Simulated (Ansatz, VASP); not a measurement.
# One calculation of Ba, two programs

```xyz
1
Lattice="-2.4436 2.4436 2.4436 2.4436 -2.4436 2.4436 2.4436 2.4436 -2.4436" Properties=species:S:1:pos:R:3 pbc="T T T"
Ba    0.0000    0.0000    0.0000
```

Change from the starting cell: volume scaled by 0.92, LAPW.

Alike in both runs: task single point; functional PBE; k mesh 11 × 11 × 11; occupations fermi-dirac, width 0.08 eV; no spin polarisation.

|  | VASP | Ansatz |
| --- | --- | --- |
| version | VASP 6.6.1 | Ansatz 0.2.0 |
| potentials or method | VASP PAW PBE potentials, release 64 (Ba_sv), cutoff 520 eV | all-electron LAPW, scalar-relativistic |

|  | VASP | Ansatz | Ansatz less VASP |
| --- | --- | --- | --- |
| pressure (GPa) | 0.9 | 0.8 | -0.09 |

Ansatz ran all-electron here, and VASP with PAW potentials.

Neither program's run includes spin-orbit coupling.
